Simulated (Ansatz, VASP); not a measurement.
# One calculation of Hg, two programs

```
CELL_PARAMETERS angstrom
3.11200 0.00000 0.00000
-1.55600 2.69507 0.00000
0.00000 0.00000 5.08905
ATOMIC_POSITIONS crystal
Hg 0.66667 0.33333 0.75000
Hg 0.33333 0.66667 0.25000
```

Alike in both runs: task single point; functional PBEsol; dispersion D3(BJ); k mesh 18 × 18 × 10; occupations gaussian, width 0.15 eV; no spin polarisation.

|  | VASP | Ansatz |
| --- | --- | --- |
| version | VASP 6.6.1 | Ansatz 0.2.0 |
| potentials or method | VASP PAW PBE potentials, release 64 (Hg), cutoff 520 eV | scalar-relativistic, plane waves, PAW |
| valence electrons in the cell | 24 | 40 |

|  | VASP | Ansatz | Ansatz less VASP |
| --- | --- | --- | --- |
| gap on the k mesh at the Fermi level (eV) | none | none | - |
| pressure (GPa) | 1.8 | 1.2 | -0.61 |
| traceless stress, the component that is largest in VASP (GPa) | -0.11 | -0.10 | +0.010 |

VASP's potentials were made for PBE, not for PBEsol. A gap of «none» marks a metal or a gap that the smearing closes. VASP's potentials hold 24 valence electrons a cell and Ansatz's 40, so a difference there can come from the potentials and not from the codes.

Neither program's run includes spin-orbit coupling.
